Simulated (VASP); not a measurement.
# YbH3 (Fm-3m) in VASP: further runs, part 2 of 2

VASP 6.6.1. Earlier steps stand in the parts before.

## (3) Single point, PBE+U, collinear spin, ferromagnetic start

INCAR reads:

```
  PREC = Accurate
  ENCUT = 520
  EDIFF = 1E-6
  ISMEAR = -1
  SIGMA = 0.05
  LREAL = False
  LASPH = True
  NELM = 150
  ALGO = Normal
  ISIF = 2
  LWAVE = False
  LCHARG = False
  ISPIN = 2
  MAGMOM = 1 0 0 0
  LORBIT = 11
  LMAXMIX = 6
  LDAU = True
  LDAUTYPE = 2
  LDAUL = 3 -1
  LDAUU = 3 0
  LDAUJ = 0 0
  LDAUPRINT = 1
  GGA = PE
  NBANDS = 26
```

KPOINTS reads:

```
regular mesh
0
Gamma
  9 9 9
```

POSCAR reads:

```
YbH3
1.0
    0.0000000000      2.6049710000      2.6049710000
    2.6049710000      0.0000000000      2.6049710000
    2.6049710000      2.6049710000      0.0000000000
Yb H
1 3
Direct
    0.0000000000      0.0000000000      0.0000000000
    0.5000000000      0.5000000000      0.5000000000
    0.2500000000      0.2500000000      0.2500000000
    0.7500000000      0.7500000000      0.7500000000
```

Potentials or basis: VASP PAW PBE potentials, release 64 (Yb, H).

On the command line:

```console
$ cat potpaw_PBE.64/Yb/POTCAR potpaw_PBE.64/H/POTCAR > POTCAR
$ mpirun -np 1 vasp_std > vasp.out
```

OUTCAR:

```text
PREC = Accurate
   ENCUT = 520
   EDIFF = 1E-6
   ISMEAR = -1
   LREAL = False
   LASPH = True
   NELM = 150
   ISIF = 2
   ISPIN = 2
   LORBIT = 11
   GGA = PE

 ion  position               nearest neighbor table
   1  0.000  0.000  0.000-   4 2.26   4 2.26   4 2.26   3 2.26   4 2.26   3 2.26   3 2.26   3 2.26

   2  0.500  0.500  0.500-
   3  0.250  0.250  0.250-   1 2.26   1 2.26   1 2.26   1 2.26
   4  0.750  0.750  0.750-   1 2.26   1 2.26   1 2.26   1 2.26

  LATTYP: Found a face centered cubic cell.
 ALAT       =     5.2099420000

  Lattice vectors:

 A1 = (   0.0000000000,   2.6049710000,   2.6049710000)
 A2 = (   2.6049710000,   0.0000000000,   2.6049710000)
 A3 = (   2.6049710000,   2.6049710000,   0.0000000000)

Analysis of symmetry for initial positions (statically):
=====================================================================
 Subroutine PRICEL returns:
 Original cell was already a primitive cell.

 Routine SETGRP: Setting up the symmetry group for a
 face centered cubic supercell.

 Subroutine GETGRP returns: Found 48 space group operations
[... 9 lines left out ...]

 Routine SETGRP: Setting up the symmetry group for a
 face centered cubic supercell.

 Subroutine GETGRP returns: Found 48 space group operations
 (whereof 48 operations were pure point group operations)
 out of a pool of 48 trial point group operations.

The dynamic configuration has the point symmetry O_h .

Analysis of structural, dynamic, and magnetic symmetry:
=====================================================================
 Subroutine PRICEL returns:
 Original cell was already a primitive cell.
[... 195 lines left out ...]

 number of electron      27.0000013 magnetization      -0.0001791

 Free energy of the ion-electron system (eV)
  ---------------------------------------------------
  ext. energy  EPLUGINS =         0.00000000
  ---------------------------------------------------
  free energy    TOTEN  =       -14.50091161 eV

  energy without entropy =      -14.48502495  energy(sigma->0) =      -14.49296828

 E-fermi :   1.0512     XC(G=0): -10.8565

 val. band max:        1.0138945311   @ k =  -0.4444   0.2222   0.1111
 cond. band min:       1.0761510732   @ k =  -0.2222   0.2222   0.0000
 fundamental gap:      0.0622565421
 Fermi energy:         1.0511996241

 spin component 1

 k-point     1 :       0.0000    0.0000    0.0000
  band No.  band energies     occupation
      1     -49.1815      1.00000
      2     -21.3106      1.00000
      3     -21.3106      1.00000
      4     -21.3106      1.00000
      5      -7.1011      1.00000
      6      -0.3551      1.00000
[... 1337 lines left out ...]
     24      20.4182      0.00000
     25      21.4928      0.00000

 [... further k-points ...]

 [bands above 25 left out]

------------------------ aborting loop because EDIFF is reached ----------------------------------------

  FORCE on cell =-STRESS in cart. coord.  units (eV):
  Direction    XX          YY          ZZ          XY          YZ          ZX
  --------------------------------------------------------------------------------------
  -------------------------------------------------------------------------------------
  Total       -1.0358194     -1.0358194     -1.0358194      0.0000000     -0.0000000      0.0000000
  in kB      -46.9413912    -46.9413912    -46.9413912      0.0000000     -0.0000000      0.0000000
  external PRESSURE =     -46.9413912 kB  Pullay stress =       0.0000000 kB

 VOLUME and BASIS-vectors are now :
 -----------------------------------------------------------------------------
  energy-cutoff  :      520.00
  volume of cell :       35.35
      direct lattice vectors                 reciprocal lattice vectors
     0.000000000  2.604971000  2.604971000    -0.191940716  0.191940716  0.191940716
     2.604971000  0.000000000  2.604971000     0.191940716 -0.191940716  0.191940716
     2.604971000  2.604971000  0.000000000     0.191940716  0.191940716 -0.191940716

 POSITION                                       TOTAL-FORCE (eV/Angst)
 -----------------------------------------------------------------------------------
      0.00000      0.00000      0.00000         0.000000     -0.000000      0.000000
      2.60497      2.60497      2.60497         0.000000     -0.000000      0.000000
      1.30249      1.30249      1.30249        -0.000000      0.000000     -0.000000
      3.90746      3.90746      3.90746         0.000000     -0.000000      0.000000
 -----------------------------------------------------------------------------------
    total drift:                               -0.000000     -0.000000      0.000000

  FREE ENERGIE OF THE ION-ELECTRON SYSTEM (eV)
  ---------------------------------------------------
  free  energy   TOTEN  =       -14.5009116128 eV

  energy  without entropy=      -14.4850249482  energy(sigma->0) =      -14.49296828

 total charge

# of ion       s       p       d       f       tot
--------------------------------------------------
    1        2.105   6.060   0.448  13.523  22.136
    2        0.450   0.005   0.000   0.000   0.456
    3        0.540   0.006   0.000   0.000   0.545
    4        0.540   0.006   0.000   0.000   0.545
--------------------------------------------------
tot          3.635   6.077   0.448  13.523  23.682

 magnetization (x)

# of ion       s       p       d       f       tot
--------------------------------------------------
    1        0.000   0.000   0.000   0.000   0.000
    2       -0.000   0.000   0.000   0.000  -0.000
    3       -0.000   0.000   0.000   0.000  -0.000
    4       -0.000   0.000   0.000   0.000  -0.000
--------------------------------------------------
tot         -0.000   0.000   0.000   0.000   0.000
```

It took 4.2 min on 1 thread of AMD EPYC 7R43 (Zen 3), shared host; peak memory 0.18 GiB.

Results:

| Quantity | Value |
| --- | --- |
| Free energy | -14.5009 eV |
| Pressure | -4.7 GPa |
| Net moment | 0.00 μB per cell |
| Valence electrons inside the program's atomic spheres | Yb 22.14; H 0.46, 0.55 |

Eigenvalues of the final occupation matrices:
```csv
site,spin,trace,eigenvalues
site 1 f,1,6.77,0.94 0.95 0.95 0.95 0.99 0.99 0.99
site 1 f,2,6.77,0.93 0.95 0.96 0.96 0.99 0.99 0.99
```

Caveat: spin-orbit coupling is left out, which moves the levels of the heavy elements. The state reached can hang on the start; a lower one may exist.

## (4) Single point, PBE+U, collinear spin, ferromagnetic start

INCAR reads:

```
  PREC = Accurate
  ENCUT = 520
  EDIFF = 1E-6
  ISMEAR = -1
  SIGMA = 0.05
  LREAL = F
  LASPH = T
  NELM = 150
  ALGO = Normal
  ISIF = 2
  LWAVE = F
  LCHARG = T
  ISPIN = 2
  MAGMOM = 1 0 0 0
  LORBIT = 11
  LMAXMIX = 6
  LDAU = T
  LDAUTYPE = 2
  LDAUL = 3 -1
  LDAUU = 4 0
  LDAUJ = 0 0
  LDAUPRINT = 1
  GGA = PE
  LELF = T
  LVHAR = T
  NBANDS = 26
```

KPOINTS reads:

```
Automatic mesh
0
Gamma
  9 9 9
```

POSCAR is that of step 3.

On the command line:

```console
$ cat potpaw_PBE.64/Yb/POTCAR potpaw_PBE.64/H/POTCAR > POTCAR
$ mpirun -np 1 vasp_std > vasp.out
```

Wall time 7.6 min (1 thread of AMD EPYC 7R43 (Zen 3), shared host); peak memory 0.19 GiB.

It converged, with:

```yaml
Free_energy: -14.2851 eV
Pressure: -1.7 GPa
Net_moment: -0.02 μB per cell
Valence_electrons_inside_the_program's_atomic_spheres: Yb 22.16; H 0.45, 0.54
```

Levels at points of the mesh, in eV from the Fermi level:
Spin up:
```csv
k point,band 9,band 10,band 11,band 12,band 13,band 14,band 15,band 16,band 17,band 18
"(0.00, 0.00, 0.00)",-0.65,-0.63,-0.63,-0.63,1.41,2.84,3.79,3.79,3.79,6.55
```
Spin down:
| k point | band 11 | band 12 | band 13 | band 14 | band 15 | band 16 |
| --- | --- | --- | --- | --- | --- | --- |
| (0.00, 0.00, 0.00) | -0.65 | -0.65 | 1.40 | 2.84 | 3.79 | 3.79 |

Eigenvalues of the final occupation matrices:
| site | spin | trace | eigenvalues |
| --- | --- | --- | --- |
| site 1 f | 1 | 6.78 | 0.94 0.96 0.96 0.96 0.99 0.99 0.99 |
| site 1 f | 2 | 6.79 | 0.94 0.96 0.96 0.96 0.99 0.99 0.99 |

Caveat: spin-orbit coupling is left out, which moves the levels of the heavy elements. The state reached can hang on the start; a lower one may exist.

## (5) Single point, PBE+U, collinear spin, ferromagnetic start

INCAR reads:

```
PREC = Accurate
ENCUT = 520
EDIFF = 1E-6
ISMEAR = -1
SIGMA = 0.05
LREAL = F
LASPH = T
NELM = 150
ALGO = Normal
ISIF = 2
LWAVE = F
LCHARG = F
ISPIN = 2
MAGMOM = 1 0 0 0
LORBIT = 11
LMAXMIX = 6
LDAU = T
LDAUTYPE = 2
LDAUL = 3 -1
LDAUU = 6 0
LDAUJ = 0 0
LDAUPRINT = 1
GGA = PE
NBANDS = 26
```

KPOINTS reads:

```
regular mesh
0
Gamma
  9 9 9
```

POSCAR is that of step 4.

On the command line:

```console
$ cat potpaw_PBE.64/Yb/POTCAR potpaw_PBE.64/H/POTCAR > POTCAR
$ mpirun -np 1 vasp_std > vasp.out
```

Wall time 5.9 min (1 thread of AMD EPYC 7R43 (Zen 3), shared host); peak memory 0.19 GiB.

Results (log left out):

* Free energy: -13.8997 eV
* Pressure: -2.1 GPa
* Net moment: 0.05 μB per cell
* Site moments: Yb +0.04; H +0.00 μB
* Valence electrons inside the program's atomic spheres: Yb 22.22; H 0.45, 0.54

Levels at points of the mesh, in eV from the Fermi level:
Spin up:
```tsv
k point	band 9	band 10	band 11	band 12	band 13	band 14	band 15	band 16	band 17	band 18
(0.00, 0.00, 0.00)	-0.84	-0.82	-0.82	-0.82	1.41	2.96	4.08	4.08	4.08	6.88
```
Spin down:
```tsv
k point	band 9	band 10	band 11	band 12	band 13	band 14	band 15	band 16	band 17	band 18
(0.00, 0.00, 0.00)	-0.82	-0.77	-0.77	-0.77	1.50	2.97	4.08	4.08	4.08	6.88
```

Eigenvalues of the final occupation matrices:
```csv
site,spin,trace,eigenvalues
site 1 f,1,6.83,0.96 0.97 0.97 0.97 0.99 0.99 0.99
site 1 f,2,6.80,0.94 0.96 0.96 0.96 0.99 0.99 0.99
```

Caveat: spin-orbit coupling is left out, which moves the levels of the heavy elements. The state reached can hang on the start; a lower one may exist.

## (6) Single point, PBE+U, collinear spin, ferromagnetic start

INCAR reads:

```
SYSTEM = YbH3
PREC = Accurate ; ENCUT = 520
EDIFF = 1E-6 ; ISMEAR = -1
SIGMA = 0.05 ; LREAL = .False.
LASPH = .True. ; NELM = 150
ALGO = Normal ; ISIF = 2
LWAVE = .False. ; LCHARG = .False.
ISPIN = 2 ; MAGMOM = 1 0 0 0
LORBIT = 11 ; LMAXMIX = 6
LDAU = .True. ; LDAUTYPE = 2
LDAUL = 3 -1 ; LDAUU = 8 0
LDAUJ = 0 0 ; LDAUPRINT = 1
GGA = PE ; NBANDS = 26
```

KPOINTS reads:

```
regular mesh
0
Gamma
  9 9 9
  0 0 0
```

POSCAR is that of step 5.

Potentials or basis: VASP PAW PBE potentials, release 64 (Yb, H).

On the command line:

```console
$ cat potpaw_PBE.64/Yb/POTCAR potpaw_PBE.64/H/POTCAR > POTCAR
$ mpirun -np 1 vasp_std > vasp.out
```

Wall time 87 s (1 thread of AMD EPYC 7R43 (Zen 3), shared host); peak memory 0.18 GiB.

The run converged. Its results:

```
Free energy                                           : -13.5759 eV
Pressure                                              : -2.7 GPa
Net moment                                            : 0.01 μB per cell
Valence electrons inside the program's atomic spheres : Yb 22.29; H 0.45, 0.54
```

Levels at points of the mesh, in eV from the Fermi level:
Spin up:
| k point | band 10 | band 11 | band 12 | band 13 | band 14 | band 15 | band 16 | band 17 |
| --- | --- | --- | --- | --- | --- | --- | --- | --- |
| (0.00, 0.00, 0.00) | -1.00 | -1.00 | -1.00 | 1.47 | 3.07 | 4.36 | 4.36 | 4.36 |
Spin down:
| k point | band 10 | band 11 | band 12 | band 13 | band 14 | band 15 | band 16 | band 17 |
| --- | --- | --- | --- | --- | --- | --- | --- | --- |
| (0.00, 0.00, 0.00) | -0.99 | -0.99 | -0.99 | 1.48 | 3.08 | 4.36 | 4.36 | 4.36 |

Eigenvalues of the final occupation matrices:
| site | spin | trace | eigenvalues |
| --- | --- | --- | --- |
| site 1 f | 1 | 6.85 | 0.96 0.97 0.97 0.97 0.99 0.99 0.99 |
| site 1 f | 2 | 6.85 | 0.96 0.97 0.97 0.97 0.99 0.99 0.99 |

Caveat: spin-orbit coupling is left out, which moves the levels of the heavy elements.

## (7) Overview

| U | gap on the mesh (eV) | pressure (GPa) | moment (μB) |
| --- | --- | --- | --- |
| Yb f U = 2.0 eV | none | -5.0 | 0.00 |
| Yb f U = 3.0 eV | none | -4.7 | 0.00 |
| Yb f U = 4.0 eV | none | -1.7 | 0.02 |
| Yb f U = 6.0 eV | none | -2.1 | 0.05 |
| Yb f U = 8.0 eV | none | -2.7 | 0.01 |

Alike in all rows: task single point; level PBE+U; potentials or basis VASP PAW PBE potentials, release 64 (Yb, H); spin collinear, ferromagnetic start; cell as given; k mesh 9 × 9 × 9; cutoff (eV) 520; smearing fermi-dirac 0.05 eV.

Every run on the cell as given and a fine mesh finds a metal.

Caveats: spin-orbit coupling is left out, which moves the levels of the heavy elements.

Absolute energies hang on the potentials; compare differences alone.
